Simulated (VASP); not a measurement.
Here is a VASP 6.6.1 calculation.

File POSCAR:

```
V
1.0
   14.0000000000      0.0000000000      0.0000000000
    0.0000000000     14.4000000000      0.0000000000
    0.0000000000      0.0000000000     14.8000000000
V
1
Direct
    0.5000000000      0.5000000000      0.5000000000
```

Contents of INCAR.step1:

```
PREC = Accurate ; ENCUT = 400
EDIFF = 1E-5 ; ISMEAR = -1
SIGMA = 0.01 ; LREAL = F
LASPH = T ; NELM = 200
ALGO = Normal ; ISIF = 2
LWAVE = T ; ISPIN = 2
MAGMOM = 5 ; LORBIT = 11
LMAXMIX = 4 ; GGA = PE
ISYM = 0 ; NBANDS = 16
GGA_COMPAT = F
```

File INCAR.step2:

```
PREC = Accurate ; ENCUT = 400
EDIFF = 1E-6 ; ISMEAR = -1
SIGMA = 0.01 ; LREAL = F
LASPH = T ; NELM = 200
ALGO = Normal ; ISIF = 2
LWAVE = F ; LCHARG = T
ISPIN = 2 ; MAGMOM = 5
LORBIT = 11 ; LMAXMIX = 4
GGA = PE ; LHFCALC = T
AEXX = 0.25 ; PRECFOCK = Normal
LELF = T ; LVHAR = T
ISTART = 1 ; ISYM = 0
NBANDS = 16 ; GGA_COMPAT = F
```

The input KPOINTS:

```
regular mesh
0
Gamma
  1 1 1
```

Potentials or basis: VASP PAW PBE potentials, release 64 (V_sv).

The run is started by

```console
$ cat potpaw_PBE.64/V_sv/POTCAR > POTCAR
$ cp INCAR.step1 INCAR
$ mpirun -np 1 vasp_gam > vasp.out
$ cp INCAR.step2 INCAR
$ mpirun -np 1 vasp_gam > vasp.out
```

Problem. What does it give for the band gap on the k mesh?

Solution. 3.41 eV.

Problem. Predict the site moments.

Solution. V +3.54 μB.

Problem. What does it give for the net moment?

Solution. 5.00 μB per cell.
